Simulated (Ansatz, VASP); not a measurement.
# Mo in VASP and in Ansatz

```
Mo
1.0
    -1.58022    1.58022    1.58022
     1.58022   -1.58022    1.58022
     3.16044    3.16044    0.00000
Mo
2
Direct
  0.97483 0.02517 0.00000
  0.52517 0.47483 0.50000
```

Change from the starting cell: mode 5 (192.3 1/cm) frozen in, largest displacement +0.113 Å.

Alike in both runs: task single point; functional PBE; k mesh 24 × 24 × 14; occupations gaussian, width 0.15 eV; no spin polarisation.

```csv
,VASP,Ansatz
version,VASP 6.6.1,Ansatz 0.2.0
potentials or method,"VASP PAW PBE potentials, release 64 (Mo_sv), cutoff 520 eV","scalar-relativistic, plane waves, PAW"
valence electrons in the cell,28,28
```

```csv
,VASP,Ansatz,Ansatz less VASP
gap on the k mesh at the Fermi level (eV),none,none,-
pressure (GPa),1.5,1.0,-0.51
"traceless stress, the component that is largest in VASP (GPa)",3.16,3.17,+0.008
rms of the force components (eV/Å),0.744,0.745,+0.0010
```

Atom by atom the forces differ by 0.001 eV/Å (rms over components). A gap of «none» marks a metal or a gap that the smearing closes.
